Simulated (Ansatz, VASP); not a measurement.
Be2Co in VASP and in Ansatz

```
Be Co
1.0
     0.00000    1.91949    5.33254
     1.33849    0.00000    5.33254
     1.33849    1.91949    0.00000
Be Co
2 1
Direct
  0.33606 0.33606 0.66394
  0.66394 0.66394 0.33606
  0.00000 0.00000 0.00000
```

Alike in both runs: task single point; functional PBE; k mesh 6 × 6 × 6; occupations gaussian, width 0.1 eV; collinear spin.

|  | VASP | Ansatz |
| --- | --- | --- |
| version | VASP 6.6.1 | Ansatz 0.2.0 |
| potentials or method | VASP PAW PBE potentials, release 64 (Be, Co), cutoff 520 eV | scalar-relativistic, plane waves, PAW |
| valence electrons in the cell | 13 | 21 |

Ansatz gave:

* gap on the k mesh at the Fermi level (eV): none
* pressure (GPa): -0.5
* traceless stress, the component that is largest in VASP (GPa): -2.58
* rms of the force components (eV/Å): 0.053
* net moment per atom (μB): 0.35
* size of the moment on the site where the two differ most (μB): 1.08

Q: Estimate VASP's values.

A: gap on the k mesh at the Fermi level (eV): none; pressure (GPa): -0.8; traceless stress, the component that is largest in VASP (GPa): -2.73; rms of the force components (eV/Å): 0.050; net moment per atom (μB): 0.35; size of the moment on the site where the two differ most (μB): 1.07.

Site moments also hang on the region over which each program counts them. Atom by atom the forces differ by 0.003 eV/Å (rms over components). A gap of «none» marks a metal or a gap that the smearing closes. VASP's potentials hold 13 valence electrons a cell and Ansatz's 21, so a difference there can come from the potentials and not from the codes.

The k mesh is coarse, so the values compare programs but aren't converged.
